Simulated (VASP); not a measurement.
Sb:

```
Sb
1.0
     3.25976    0.00000    0.00000
     1.62988    2.82304    0.00000
     1.62988    0.94101    2.66158
Sb
1
Cartesian
  0.0000 0.0000 0.0000
```

| Quantity | Value |
| --- | --- |
| Program | VASP 6.6.1 |
| Task | relaxation of cell and atoms |
| Functional | PBEsol |
| Potentials or basis | VASP PAW PBE potentials, release 64 (Sb) |
| Cutoff | 600 eV |
| k mesh | 10 × 10 × 10 |
| Occupations | fermi-dirac, width 0.1 eV |
| Spin | no spin polarisation |

At the start: pressure 5.0 GPa; volume 24.49 Å³/atom.

How do energy, volume and symmetry change on relaxing?

Over 3 steps the energy falls by 24.0 meV/atom and the volume is 26.14 Å³/atom (+6.7 %); space group Fm-3m (No. 225, to 0.05 Å).

Step by step:
```csv
step,energy change (eV),largest force (eV/Å),pressure (GPa),volume (Å³)
1,0.0000,0.0000,4.99,24.49
2,-0.0141,0.0000,-2.63,27.30
3,-0.0240,0.0000,0.00,26.14
```

Final structure:
```
CELL_PARAMETERS angstrom
3.33110 0.00000 0.00000
1.66555 2.88482 0.00000
1.66555 0.96161 2.71983
ATOMIC_POSITIONS crystal
Sb 0.00000 0.00000 0.00000
```

Caveat: the PAW data sets were made with another functional, which shifts forces and pressure a little.
